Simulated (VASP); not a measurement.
# Au: relaxation of cell and atoms with revPBE

Crystal: Au.

```
Au
1.0
    -1.65727    1.65727    1.65727
     1.65727   -1.65727    1.65727
     1.65727    1.65727   -1.65727
Au
1
Direct
  0.00000 0.00000 0.00000
```

* Program: VASP 6.6.1
* Task: relaxation of cell and atoms
* Functional: revPBE
* Potentials or basis: VASP PAW PBE potentials, release 64 (Au)
* Cutoff: 600 eV
* k mesh: 11 × 11 × 11
* Occupations: fermi-dirac, width 0.05 eV
* Spin: no spin polarisation
* Dipole correction: no
* Further INCAR settings: ALGO = Fast; EDIFF = 1e-06; IBRION = 2; EDIFFG = -0.01; NSW = 60; ISIF = 3

| Item | Value |
| --- | --- |
| Relaxed volume | 18.44 Å³/atom |
| Relaxed cell | a = 2.883 Å, b = 2.883 Å, c = 2.883 Å, α = 109.47°, β = 109.47°, γ = 109.47° |
| Space group after relaxing (to 0.05 Å) | Im-3m (No. 229) |
| Energy gained by relaxing | 1.3 meV/atom |
| Ionic steps | 4 |
| Pressure after relaxing | 0.0 GPa |

The path:
```
step  energy change (eV)  largest force (eV/Å)  pressure (GPa)  volume (Å³)
   1              0.0000                0.0000            1.80        18.21
   2              0.0005                0.0000           -2.01        18.75
   3             -0.0013                0.0000           -0.10        18.46
   4             -0.0013                0.0000            0.02        18.44
```

Final structure:
```
CELL_PARAMETERS angstrom
-1.66443 1.66443 1.66443
1.66443 -1.66443 1.66443
1.66443 1.66443 -1.66443
ATOMIC_POSITIONS crystal
Au 0.00000 0.00000 0.00000
```

Levels at points of the mesh, in eV from the Fermi level:
```tsv
k point	band 1	band 2	band 3	band 4	band 5	band 6	band 7	band 8	band 9
(0.00, 0.00, 0.00)	-8.91	-4.35	-4.35	-4.35	-2.65	-2.65	16.58	16.58	16.58
```

It took 10 s on 1 thread of Intel(R) Xeon(R) 6975P-C (Granite Rapids), with other jobs on the host, peak memory 0.15 GiB.

Caveat: the PAW data sets were made with another functional, which shifts forces and pressure a little; spin-orbit coupling is left out, which moves the levels of the heavy elements.
